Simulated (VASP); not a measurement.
Te, 3 atoms in the cell. The structure is monoclinic, space group C2/m (No. 12). Conventional cell: a = 8.214 Å, b = 4.600 Å, c = 3.959 Å, α = 90.00°, β = 91.83°, γ = 90.00°. Te (site symmetry m) has 10 Te at 2.92 to 3.78 Å within 3.8 Å. Te (site symmetry 2/m) has 10 Te at 2.92 to 3.78 Å within 3.8 Å.  This cell differs from its parent crystal: equal xx and yy strain of -3 %.

| Item | Value |
| --- | --- |
| Program | VASP 6.6.1 |
| Task | single point |
| Functional | PBE |
| Potentials or basis | VASP PAW PBE potentials, release 64 (Te) |
| Cutoff | 520 eV |
| k mesh | 8 × 8 × 8 |
| Occupations | fermi-dirac, width 0.05 eV |
| Spin | no spin polarisation |
| Dipole correction | no |
| Further INCAR settings | ALGO = Normal; EDIFF = 1e-06; NBANDS = 16 |

Potentials or basis: VASP PAW PBE potentials, release 64 (Te).

The run is started by

```sh
$ cat potpaw_PBE.64/Te/POTCAR > POTCAR
$ mpirun -np 1 vasp_std > vasp.out
```

Hardware: 1 thread of Oxide Virtual Turin-like Processor (shared host).

Task: Estimate the wall time of this run.

Result: Run time: 2.1 min on 1 thread of Oxide Virtual Turin-like Processor (shared host), peak memory 0.25 GiB. Counts: scf iterations 10, k points 150.
